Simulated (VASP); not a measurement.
**Eu: single point with PBE**

Crystal: Eu.

```
Eu
1.0
     0.00000    2.64276    2.64276
     2.64276    0.00000    2.64276
     2.64276    2.64276    0.00000
Eu
1
Cartesian
  0.0000 0.0000 0.0000
```

This isn't the form of Eu at room conditions, which is bcc.

```json
{"Program": "VASP 6.6.1", "Task": "single point", "Functional": "PBE", "Potentials or basis": "VASP PAW PBE potentials, release 64 (Eu)", "Cutoff": "520 eV", "k mesh": "13 × 13 × 13", "Occupations": "fermi-dirac, width 0.1 eV", "Spin": "collinear spin, ferromagnetic start", "Starting moments": "[7.0] μB"}
```

| Quantity | Value |
| --- | --- |
| Pressure | 2.0 GPa |
| Net moment | 7.45 μB per cell |
| Site moments | Eu +6.71 μB |
| Valence electrons inside the program's atomic spheres | Eu 14.76 |

Levels at points of the mesh, in eV from the Fermi level:
Spin up:
| k point | band 8 | band 9 | band 10 | band 11 | band 12 | band 13 | band 14 | band 15 | band 16 | band 17 |
| --- | --- | --- | --- | --- | --- | --- | --- | --- | --- | --- |
| (0.00, 0.00, 0.00) | -0.56 | -0.56 | -0.40 | -0.40 | -0.40 | 1.85 | 1.85 | 1.85 | 4.07 | 4.07 |
Spin down:
| k point | band 2 | band 3 | band 4 | band 5 | band 6 | band 7 | band 8 | band 9 |
| --- | --- | --- | --- | --- | --- | --- | --- | --- |
| (0.00, 0.00, 0.00) | -17.62 | -17.62 | -17.62 | -3.55 | 3.06 | 3.06 | 3.06 | 3.68 |

It took 93 s on 1 thread of AMD EPYC 9R45 96-Core Processor (Zen 5), on a shared host, peak memory 0.21 GiB.

Caveat: spin-orbit coupling is left out, which moves the levels of the heavy elements; semilocal functionals describe open f shells poorly, which spoils levels, moments and volumes. The state reached can hang on the start; a lower one may exist.
